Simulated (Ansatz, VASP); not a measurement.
# Cl in VASP and in Ansatz

```
Cl
1.0
     3.55467    0.00000    0.00000
    -1.77734    3.07844    0.00000
     0.00000    0.00000    3.98798
Cl
2
Direct
  0.33333 0.66667 0.25000
  0.66667 0.33333 0.75000
```

Alike in both runs: functional r2SCAN; k mesh 18 × 18 × 14; occupations gaussian, width 0.1 eV; no spin polarisation.

Ansatz relaxed the structure, and its values are those at the end. VASP's run is a single point on that final structure, the one shown.

|  | VASP | Ansatz |
| --- | --- | --- |
| version | VASP 6.6.1 | Ansatz 0.2.0 |
| potentials or method | VASP PAW PBE potentials, release 64 (Cl), cutoff 520 eV | scalar-relativistic, plane waves, PAW |
| valence electrons in the cell | 14 | 14 |

```tsv
	VASP	Ansatz	Ansatz less VASP
gap on the k mesh at the Fermi level (eV)	none	none	-
pressure (GPa)	-0.2	0.0	+0.15
```

VASP's potentials were made for PBE, not for r2SCAN. A gap of «none» marks a metal or a gap that the smearing closes. With one functional, cell and mesh, what is left measures potentials, basis and numerics.
